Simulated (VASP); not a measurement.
Ir:

```xyz
2
Lattice="2.5448 0.0000 0.0000 -1.2724 2.2039 0.0000 0.0000 0.0000 4.1259" Properties=species:S:1:pos:R:3 pbc="T T T"
Ir    1.2724    0.7346    3.0944
Ir    0.0000    1.4692    1.0315
```

Base run:

```yaml
Program: VASP 6.6.1
Functional: PBEsol
Potentials_or_basis: VASP PAW PBE potentials, release 64 (Ir)
Cutoff: 520 eV
k_mesh: 21 × 21 × 12
Occupations: gaussian, width 0.15 eV
Spin: collinear spin, ferromagnetic start
Starting_moments: "[0.2, 0.2] μB"
Fixed_moment: 0.4 μB
```

Its results: pressure 129.1 GPa; site moments Ir +0.19 μB.

Question: The run is repeated on the same cell with these changes: fixed moment from 0.4 μB to 1.6 μB; moments at the start from [0.2, 0.2] to [0.8, 0.8]. What comes out?

Answer: Pressure 137.5 GPa; site moments Ir +0.78 μB.

Caveats: the PAW data sets were made with another functional, which shifts forces and pressure a little; the total moment is fixed, so each spin has its own Fermi level.
